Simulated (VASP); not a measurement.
## SnO: single point with PBE

SnO:

```xyz
4
Lattice="3.3613 0.0000 0.0000 -1.6806 2.9109 0.0000 0.0000 0.0000 9.1916" Properties=species:S:1:pos:R:3 pbc="T T T"
Sn    0.0000    1.9406   -0.0546
Sn    1.6806    0.9703    4.5412
O     0.0000    1.9406    3.5015
O     1.6806    0.9703    8.0973
```

```
Program                : VASP 6.6.1
Task                   : single point
Functional             : PBE
Potentials or basis    : VASP PAW PBE potentials, release 64 (Sn_d, O)
Cutoff                 : 520 eV
k mesh                 : 12 × 12 × 4
Occupations            : fermi-dirac, width 0.02 eV
Spin                   : no spin polarisation
Dipole correction      : no
Further INCAR settings : ALGO = Normal; EDIFF = 1e-06; NBANDS = 28
```

* Pressure: 0.2 GPa
* Largest force: 0.061 eV/Å
* Band gap on the k mesh: 1.43 eV (least direct gap 1.69 eV)

Forces in eV/Å, atoms in the order of the input:
```
Sn   0.000  0.000  0.061
Sn   0.000  0.000  0.061
O    0.000  0.000 -0.061
O    0.000  0.000 -0.061
```

Stress tensor (GPa, compression positive):
```
0.21 0.00 0.00
0.00 0.21 0.00
0.00 0.00 0.12
```

Levels at points of the mesh, in eV from the valence-band top:
| k point | band 16 | band 17 | band 18 | band 19 | band 20 | band 21 | band 22 | band 23 | band 24 | band 25 |
| --- | --- | --- | --- | --- | --- | --- | --- | --- | --- | --- |
| (0.00, 0.00, 0.00) | -2.44 | -2.42 | -2.42 | -1.94 | -0.86 | 1.43 | 2.70 | 7.67 | 8.26 | 8.26 |
| (0.50, 0.00, 0.00) | -3.36 | -3.21 | -3.17 | -0.75 | -0.17 | 1.51 | 1.64 | 5.30 | 5.99 | 7.13 |
| (0.00, 0.00, 0.50) | -2.43 | -2.43 | -2.43 | -1.44 | -1.44 | 2.08 | 2.08 | 8.30 | 8.30 | 8.30 |
| (0.50, 0.00, 0.50) | -3.51 | -3.19 | -3.19 | -0.52 | -0.52 | 1.65 | 1.65 | 5.60 | 5.60 | 7.24 |

Wall time 91 s on 1 thread of AMD EPYC 9R45 96-Core Processor (Zen 5) (shared host), peak memory 0.26 GiB.

Caveat: spin-orbit coupling is left out, which moves the levels of the heavy elements. A k mesh can miss the band edges.
